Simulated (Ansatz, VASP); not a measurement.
## GaN: VASP beside Ansatz

Contents of POSCAR:

```
GaN
1.0
    0.0000000000      2.1352350000      2.1352350000
    2.1352350000      0.0000000000      2.1352350000
    2.1352350000      2.1352350000      0.0000000000
Ga N
1 1
Direct
    0.0000000000      0.0000000000      0.0000000000
    0.5000000000      0.5000000000      0.5000000000
```

File INCAR.step1:

```
SYSTEM = GaN
ALGO = Normal
EDIFF = 1E-4
ENCUT = 520
GGA = PE
ISMEAR = 0
LASPH = .TRUE.
LCHARG = .FALSE.
LREAL = .FALSE.
LWAVE = .TRUE.
NBANDS = 16
NELM = 80
PREC = Accurate
SIGMA = 0.01
```

File INCAR.step2:

```
SYSTEM = GaN
ALGO = Normal
EDIFF = 1E-7
ENCUT = 520
ISIF = 2
ISMEAR = 0
ISTART = 1
LASPH = .TRUE.
LCHARG = .TRUE.
LELF = .TRUE.
LMIXTAU = .TRUE.
LREAL = .FALSE.
LVHAR = .TRUE.
LWAVE = .FALSE.
METAGGA = R2SCAN
NBANDS = 16
NELM = 80
PREC = Accurate
SIGMA = 0.01
```

Contents of KPOINTS:

```
k-points
0
G
  8 8 8
  0 0 0
```

Input for Ansatz:

```yaml
crystal:
  lattice:
    - [0.0, 2.135235, 2.135235]
    - [2.135235, 0.0, 2.135235]
    - [2.135235, 2.135235, 0.0]
  atoms:
    - { symbol: Ga, position: [0.0, 0.0, 0.0] }
    - { symbol: "N", position: [0.5, 0.5, 0.5] }
basis:
  ecutwfc: 653.073269903712
kpoints:
  mp_grid:
    grid: [8, 8, 8]
hamiltonian:
  xc: r2scan
scf:
  algorithm: direct_min
  n_extra_bands: 4
  self_checks: low
  convergence:
    dr2_threshold: 1.0e-05
  mixing:
    algorithm: anderson
    beta: 0.1
  occupations:
    method: fixed
output:
  stress: true
```

Alike in both runs: task single point; functional r2SCAN; k mesh 8 × 8 × 8; no spin polarisation.

|  | VASP | Ansatz |
| --- | --- | --- |
| version | VASP 6.6.1 | Ansatz 0.2.0 |
| potentials or method | VASP PAW PBE potentials, release 64 (Ga_d, N), cutoff 520 eV | plane waves, PAW |
| occupations | gaussian, width 0.01 eV | fixed |
| valence electrons in the cell | 18 | 18 |

VASP gave:

```
gap on the k mesh at the Fermi level (eV) : 0.92
pressure (GPa)                            : -7.4
```

**Question.** Which values does Ansatz return?

**Answer.** gap on the k mesh at the Fermi level (eV): 0.94; pressure (GPa): -8.5.

VASP's potentials were made for PBE, not for r2SCAN. Ansatz's warnings: stress scf threshold loose.
